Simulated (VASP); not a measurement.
# YbMg2Ga2 in VASP: single point with PBE

Aim: the single point of YbMg2Ga2 with PBE.

All numbers are computed with VASP 6.6.1; they aren't measurements. Logs are shortened: lines on timing, memory, paths and dates and some standing lists are left out, and cuts for length are marked.

**1. The cell of the first run**

The typed cell holds 5 atoms: a = 4.308 Å, b = 4.308 Å, c = 7.177 Å, α = 90.00°, β = 90.00°, γ = 120.00°.

**2. Single point, PBE**

Contents of INCAR:

```
SYSTEM = YbMg2Ga2
PREC = Accurate
ENCUT = 520
EDIFF = 1E-6
ISMEAR = 0
SIGMA = 0.0128
LREAL = .False.
LASPH = .True.
NELM = 100
ALGO = Normal
ISIF = 2
LWAVE = .False.
LCHARG = .True.
GGA = PE
LELF = .True.
LVHAR = .True.
NBANDS = 35
```

Contents of KPOINTS:

```
regular mesh
0
Gamma
  6 6 4
  0 0 0
```

Contents of POSCAR:

```
YbMg2Ga2
1.0
    4.3079150000      0.0000000000      0.0000000000
   -2.1539570000      3.7307640000      0.0000000000
    0.0000000000      0.0000000000      7.1768030000
Mg Ga Yb
2 2 1
Direct
    0.3333000000      0.6667000000      0.6286000000
    0.6667000000      0.3333000000      0.3714000000
    0.3333000000      0.6667000000      0.2571000000
    0.6667000000      0.3333000000      0.7429000000
    0.0000000000      0.0000000000      0.0000000000
```

Potentials or basis: VASP PAW PBE potentials, release 64 (Mg, Ga_d, Yb).

On the command line:

```console
> cat potpaw_PBE.64/Mg/POTCAR potpaw_PBE.64/Ga_d/POTCAR potpaw_PBE.64/Yb/POTCAR > POTCAR
> mpirun -np 1 vasp_std > vasp.out
```

OUTCAR:

```text
SYSTEM = YbMg2Ga2
   PREC = Accurate
   ENCUT = 520
   EDIFF = 1E-6
   ISMEAR = 0
   LREAL = .False.
   LASPH = .True.
   NELM = 100
   ISIF = 2
   GGA = PE

 ion  position               nearest neighbor table
   1  0.333  0.667  0.629-   4 2.62   4 2.62   4 2.62   3 2.67   2 3.10   2 3.10   2 3.10   5 3.65
                             5 3.65   5 3.65
   2  0.667  0.333  0.371-   3 2.62   3 2.62   3 2.62   4 2.67   1 3.10   1 3.10   1 3.10   5 3.65
                             5 3.65   5 3.65
   3  0.333  0.667  0.257-   2 2.62   2 2.62   2 2.62   1 2.67   5 3.10   5 3.10   5 3.10
   4  0.667  0.333  0.743-   1 2.62   1 2.62   1 2.62   2 2.67   5 3.10   5 3.10   5 3.10
   5  0.000  0.000  0.000-   3 3.10   4 3.10   3 3.10   4 3.10   4 3.10   3 3.10   1 3.65   2 3.65
                             1 3.65   2 3.65   1 3.65   2 3.65

  LATTYP: Found a hexagonal cell.
 ALAT       =     4.3079150000
 C/A-ratio  =     1.6659574295

  Lattice vectors:

 A1 = (   4.3079150000,   0.0000000000,   0.0000000000)
 A2 = (  -2.1539570000,   3.7307640000,   0.0000000000)
 A3 = (   0.0000000000,   0.0000000000,   7.1768030000)

Analysis of symmetry for initial positions (statically):
=====================================================================
 Subroutine PRICEL returns:
 Original cell was already a primitive cell.

 Routine SETGRP: Setting up the symmetry group for a
 hexagonal supercell.

 Subroutine GETGRP returns: Found  4 space group operations
 (whereof  4 operations were pure point group operations)
 out of a pool of 24 trial point group operations.

The static configuration has the point symmetry C_2h.

Analysis of symmetry for dynamics (positions and initial velocities):
=====================================================================
 Subroutine PRICEL returns:
 Original cell was already a primitive cell.

 Routine SETGRP: Setting up the symmetry group for a
 hexagonal supercell.

 Subroutine GETGRP returns: Found  4 space group operations
 (whereof  4 operations were pure point group operations)
 out of a pool of 24 trial point group operations.

The dynamic configuration has the point symmetry C_2h.

 Subroutine INISYM returns: Found  4 space group operations
 (whereof  4 operations are pure point group operations),
 and found     1 'primitive' translations

----------------------------------------------------------------------------------------

                                     Primitive cell

  volume of cell :     115.3442

  direct lattice vectors                    reciprocal lattice vectors
     4.307915000  0.000000000  0.000000000     0.232130857  0.134020775  0.000000000
    -2.153957000  3.730764000  0.000000000     0.000000000  0.268041613  0.000000000
     0.000000000  0.000000000  7.176803000     0.000000000  0.000000000  0.139337808

  length of vectors
     4.307915000  4.307914900  7.176803000     0.268041607  0.268041613  0.139337808

  position of ions in fractional coordinates (direct lattice)
     0.333300000  0.666700000  0.628600000
     0.666700000  0.333300000  0.371400000
     0.333300000  0.666700000  0.257100000
     0.666700000  0.333300000  0.742900000
     0.000000000  0.000000000  0.000000000

  ion indices of the primitive-cell ions
   primitive index   ion index
                 1           1
                 2           2
                 3           3
                 4           4
                 5           5

----------------------------------------------------------------------------------------

 KPOINTS: regular mesh

Automatic generation of k-mesh.
 Grid dimensions read from file:
 generate k-points for:    6    6    4

 Generating k-lattice:

  Cartesian coordinates                     Fractional coordinates (reciprocal lattice)
     0.038688476  0.022336796  0.000000000     0.166666667  0.000000000  0.000000000
     0.000000000  0.044673602  0.000000000     0.000000000  0.166666667  0.000000000
     0.000000000  0.000000000  0.034834452     0.000000000  0.000000000  0.250000000

  Length of vectors
     0.044673601  0.044673602  0.034834452

  Shift w.r.t. Gamma in fractional coordinates (k-lattice)
     0.000000000  0.000000000  0.000000000

 Subroutine IBZKPT returns following result:
 ===========================================

 Found     47 irreducible k-points:

 Following reciprocal coordinates:
            Coordinates               Weight
  0.000000  0.000000  0.000000      1.000000
  0.166667  0.000000  0.000000      4.000000
 -0.166667  0.166667  0.000000      2.000000
  0.333333  0.000000  0.000000      4.000000
 -0.333333  0.333333  0.000000      2.000000
  0.500000 -0.000000  0.000000      2.000000
[... 16 lines left out ...]
  0.500000 -0.000000  0.250000      4.000000
  0.500000  0.500000  0.250000      2.000000
 [... further k-points ...]
   k-points           NKPTS =     47   k-points in BZ     NKDIM =     47   number of bands    NBANDS=     35
   number of dos      NEDOS =    301   number of ions     NIONS =      5
   total plane-waves  NPLWV =  55296
   dimension x,y,z NGX =    32 NGY =   32 NGZ =   54
   dimension x,y,z NGXF=    64 NGYF=   64 NGZF=  108
   ions per type =               2   2   1
   NGX,Y,Z   is equivalent  to a cutoff of  12.35, 12.35, 12.51 a.u.
   NGXF,Y,Z  is equivalent  to a cutoff of  24.70, 24.70, 25.02 a.u.
 SYSTEM =  YbMg2Ga2
   PREC   = accura    normal or accurate (medium, high low for compatibility)
   ISTART =      0    job   : 0-new  1-cont  2-samecut
   ICHARG =      2    charge: 1-file 2-atom 10-const
   ISPIN  =      1    spin polarized calculation?
   LNONCOLLINEAR =      F non collinear calculations
   LSORBIT =      F    spin-orbit coupling
   LASPH  =      T    aspherical Exc in radial PAW
   ENCUT  =  520.0 eV  38.22 Ry    6.18 a.u.   8.01  8.01 13.34*2*pi/ulx,y,z
   NELM   =    100;   NELMIN=  2; NELMDL= -5     # of ELM steps
   EDIFF  = 0.1E-05   stopping-criterion for ELM
   LREAL  =      F    real-space projection
   EDIFFG = 0.1E-04   stopping-criterion for IOM
   NSW    =      0    number of steps for IOM
   IBRION =     -1    ionic relax: 0-MD 1-quasi-New 2-CG
   NFREE  =      0    steps in history (QN), initial steepest desc. (CG)
   ISIF   =      2    stress and relaxation
   ISYM   =      2    0-nonsym 1-usesym 2-fastsym
   POTIM  = 0.5000    time-step for ionic-motion
   TEBEG  =    0.0;   TEEND  =   0.0 temperature during run
   PSTRESS=    0.0 pullay stress
   NELECT =      54.0000    total number of electrons
   NUPDOWN=      -1.0000    fix difference up-down
   EMIN   =  10.00;   EMAX   =-10.00  energy-range for DOS
   EFERMI =   0.00;   METHOD = LEGACY
   ISMEAR =     0;   SIGMA  =   0.01  broadening in eV -4-tet -1-fermi 0-gaus
   EFERMI_NEDOS =   21; number of points for ismear=-14 and -15
   IALGO  =     38    algorithm
   IMIX   =      4    mixing-type and parameters
     AMIX     =   0.40;   BMIX     =  1.00
     AMIX_MAG =   1.60;   BMIX_MAG =  1.00
  volume/ion in A,a.u.               =      23.07       155.68
  Fermi-wavevector in a.u.,A,eV,Ry     =   1.271181  2.402184 21.985675  1.615901
  Thomas-Fermi vector in A             =   2.404128
   LORBIT       =      0    0 simple, 1 ext, 2 COOP (PROOUT), +10 PAW based schemes
   GGA     = PE    functional components
   LHFCALC =     F    Hartree Fock is set to
   AEXX    =    0.0000 exact exchange contribution
   IVDW    =     0    specifies the selected vdW correction
   LEPSILON=     F    determine dielectric tensor
   LRPA    =     F    only Hartree local field effects (RPA)
 non-spin polarized calculation
 Gauss-broadening in eV      SIGMA  =   0.01
  energy-cutoff  :      520.00
  volume of cell :      115.34
 maximum number of plane-waves:      3132
   NGX = 17   NGY = 17   NGZ = 27

 number of electron      54.0000003 magnetization

 Free energy of the ion-electron system (eV)
  ---------------------------------------------------
  ext. energy  EPLUGINS =         0.00000000
  ---------------------------------------------------
  free energy    TOTEN  =       -12.63640134 eV

  energy without entropy =      -12.63601924  energy(sigma->0) =      -12.63621029

 E-fermi :   2.8534     XC(G=0):  -9.6202

 val. band max:        2.8478189810   @ k =  -0.1667   0.3333   0.5000
 cond. band min:       2.8648718064   @ k =  -0.1667   0.1667   0.5000
 fundamental gap:      0.0170528254
 Fermi energy:         2.8534130331

 k-point     1 :       0.0000    0.0000    0.0000
  band No.  band energies     occupation
      1     -48.6698      2.00000
      2     -20.9778      2.00000
      3     -20.9403      2.00000
      4     -20.9402      2.00000
      5     -11.6789      2.00000
      6     -11.6789      2.00000
[... 27 lines left out ...]
     34       6.8657      0.00000
     35       6.8665      0.00000

 k-point     2 :       0.1667    0.0000    0.0000
  band No.  band energies     occupation
      1     -48.6695      2.00000
      2     -20.9755      2.00000
      3     -20.9548      2.00000
      4     -20.9438      2.00000
      5     -11.6778      2.00000
      6     -11.6763      2.00000
[... 27 lines left out ...]
     34       7.5157      0.00000
     35       7.5928      0.00000

 k-point     3 :      -0.1667    0.1667    0.0000
  band No.  band energies     occupation
      1     -48.6695      2.00000
      2     -20.9755      2.00000
      3     -20.9547      2.00000
      4     -20.9439      2.00000
      5     -11.6778      2.00000
      6     -11.6764      2.00000
[... 27 lines left out ...]
     34       7.5153      0.00000
     35       7.5929      0.00000
[... 723 lines left out ...]
 k-point    23 :       0.5000   -0.0000    0.2500
  band No.  band energies     occupation
      1     -48.6687      2.00000
      2     -20.9980      2.00000
      3     -20.9684      2.00000
      4     -20.9544      2.00000
      5     -11.6814      2.00000
      6     -11.6733      2.00000
[... 27 lines left out ...]
     34       7.6471      0.00000
     35       7.9953      0.00000

 k-point    24 :       0.5000    0.5000    0.2500
  band No.  band energies     occupation
      1     -48.6687      2.00000
      2     -20.9979      2.00000
      3     -20.9684      2.00000
      4     -20.9545      2.00000
      5     -11.6814      2.00000
      6     -11.6733      2.00000
[... 27 lines left out ...]
     34       7.6474      0.00000
     35       7.9943      0.00000

 [... further k-points ...]

------------------------ aborting loop because EDIFF is reached ----------------------------------------

  FORCE on cell =-STRESS in cart. coord.  units (eV):
  Direction    XX          YY          ZZ          XY          YZ          ZX
  --------------------------------------------------------------------------------------
  -------------------------------------------------------------------------------------
  Total        3.0022752      2.9994184      3.0459851     -0.0024738     -0.0000611      0.0001058
  in kB       41.7027934     41.6631122     42.3099417     -0.0343627     -0.0008487      0.0014699
  external PRESSURE =      41.8919491 kB  Pullay stress =       0.0000000 kB

 VOLUME and BASIS-vectors are now :
 -----------------------------------------------------------------------------
  energy-cutoff  :      520.00
  volume of cell :      115.34
      direct lattice vectors                 reciprocal lattice vectors
     4.307915000  0.000000000  0.000000000     0.232130857  0.134020775  0.000000000
    -2.153957000  3.730764000  0.000000000     0.000000000  0.268041613  0.000000000
     0.000000000  0.000000000  7.176803000     0.000000000  0.000000000  0.139337808

 POSITION                                       TOTAL-FORCE (eV/Angst)
 -----------------------------------------------------------------------------------
     -0.00022      2.48730      4.51134         0.002191     -0.001265      0.260591
      2.15417      1.24346      2.66546        -0.002191      0.001265     -0.260591
     -0.00022      2.48730      1.84516         0.002084     -0.001203     -0.903072
      2.15417      1.24346      5.33165        -0.002084      0.001203      0.903072
      0.00000      0.00000      0.00000         0.000000      0.000000      0.000000
 -----------------------------------------------------------------------------------
    total drift:                               -0.000000      0.000000      0.000000

  FREE ENERGIE OF THE ION-ELECTRON SYSTEM (eV)
  ---------------------------------------------------
  free  energy   TOTEN  =       -12.6364013396 eV

  energy  without entropy=      -12.6360192445  energy(sigma->0) =      -12.63621029
```

Run time: 8.9 min. Hardware: 1 thread of Intel Xeon 6975P-C, shared host; peak memory 0.38 GiB.

What came out:

```
Free energy            : -12.6364 eV
Pressure               : 4.2 GPa
Largest force          : 0.903 eV/Å
Band gap on the k mesh : zero (band 27 reaches 5.09 eV, above the bottom of band 28 at 2.52 eV)
```

Forces on the atoms (eV/Å):
```
Mg   0.002 -0.001  0.261
Mg  -0.002  0.001 -0.261
Ga   0.002 -0.001 -0.903
Ga  -0.002  0.001  0.903
Yb   0.000  0.000  0.000
```

Levels at points of the mesh, in eV from the Fermi level:
| k point | band 24 | band 25 | band 26 | band 27 | band 28 | band 29 | band 30 | band 31 |
| --- | --- | --- | --- | --- | --- | --- | --- | --- |
| (0.00, 0.00, 0.00) | -0.32 | 0.46 | 0.46 | 2.24 | 2.38 | 2.38 | 2.56 | 3.19 |
| (0.50, 0.00, 0.00) | -0.36 | -0.35 | -0.34 | -0.31 | 0.07 | 0.40 | 1.27 | 3.53 |
| (0.50, 0.50, 0.00) | -0.36 | -0.35 | -0.34 | -0.31 | 0.07 | 0.40 | 1.27 | 3.53 |
| (0.00, 0.00, 0.50) | -0.32 | -0.25 | 0.80 | 0.80 | 1.52 | 1.52 | 2.95 | 2.95 |
| (0.50, 0.00, 0.50) | -0.37 | -0.36 | -0.35 | -0.32 | 0.81 | 1.06 | 1.35 | 2.54 |
| (0.50, 0.50, 0.50) | -0.37 | -0.36 | -0.35 | -0.32 | 0.81 | 1.06 | 1.35 | 2.54 |

Caveat: spin-orbit coupling is left out, which moves the levels of the heavy elements; without U or exact exchange the open f shell lies at the Fermi level, which spoils levels, moments and volumes.
